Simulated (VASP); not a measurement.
HfB: single point with r2SCAN

HfB:

```
Hf B
1.0
     0.00000    2.41323    2.41323
     2.41323    0.00000    2.41323
     2.41323    2.41323    0.00000
Hf B
1 1
Direct
  0.50000 0.50000 0.50000
  0.00000 0.00000 0.00000
```

| Item | Value |
| --- | --- |
| Program | VASP 6.6.1 |
| Task | single point |
| Functional | r2SCAN |
| Potentials or basis | VASP PAW PBE potentials, release 64 (Hf_pv, B) |
| Cutoff | 520 eV |
| k mesh | 10 × 10 × 10 |
| Occupations | fermi-dirac, width 0.05 eV |
| Spin | no spin polarisation |

```yaml
Pressure: -0.1 GPa
Band_gap_on_the_k_mesh: zero (an odd number of electrons rules out a gap without spin polarisation)
```

Levels at points of the mesh, in eV from the Fermi level:
```csv
k point,band 4,band 5,band 6,band 7,band 8,band 9,band 10,band 11
"(0.00, 0.00, 0.00)",-9.71,2.33,2.33,2.33,3.80,3.80,3.80,3.89
"(0.50, 0.00, 0.00)",-4.96,-4.80,-1.20,-1.20,6.08,6.08,7.01,8.10
"(0.50, 0.50, 0.00)",-6.86,-1.45,-0.69,2.02,2.02,5.61,7.25,7.25
```

It took 2 min on 1 thread of AMD EPYC 7R43 64-Core Processor (Zen 3), on a shared host, peak memory 0.14 GiB.

Caveat: the PAW data sets were made with another functional, which shifts forces and pressure a little; spin-orbit coupling is left out, which moves the levels of the heavy elements.
